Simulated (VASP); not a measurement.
Runs of VASP 6.6.1 on Ru2F. The structure is that of space group P6/mmm (No. 191), or close to it. The cells are those of the table. The cell was generated, and may not be a known phase.

| task | spin | cell | k mesh | cutoff (eV) | gap on the mesh (eV) | pressure (GPa) | moment (μB) |
| --- | --- | --- | --- | --- | --- | --- | --- |
| single point | off | a = 4.229, b = 4.229, c = 2.578 Å, angles 90.0, 90.0, 120.0°, 3 atoms | 12 × 12 × 18 | 520 | none | 0.0 | - |
| single point | collinear, ferromagnetic start | a = 3.948, b = 3.948, c = 2.791 Å, angles 90.0, 90.0, 120.0°, 3 atoms | 6 × 6 × 6 | 520 | none | (a) | 0.00 |
| relaxation of cell and atoms | collinear, ferromagnetic start | relaxed from a = 3.948, b = 3.948, c = 2.791 Å, angles 90.0, 90.0, 120.0°, 3 atoms | 6 × 6 × 6 | 600 | none | 0.0 | 0.00 |
| single point | collinear, ferromagnetic start | a = 4.268, b = 4.268, c = 2.525 Å, angles 90.0, 90.0, 120.0°, 3 atoms | 6 × 6 × 6 | 520 | none | -0.1 | 0.00 |

Alike in all rows: level PBE; potentials or basis VASP PAW PBE potentials, release 64 (Ru_pv, F); smearing gaussian 0.1 eV.

Problem. Fill in the values left out.

Solution. (a) 22.9.

Caveats: some runs use coarse meshes; an empty level that is flat over the whole mesh can mark a ghost state of the potentials, or a narrow d or f band (at least some runs).

A k mesh can miss the band edges, and the runs leave out spin-orbit coupling on Ru.

A gap of «none» marks levels without a gap at the run's occupations.
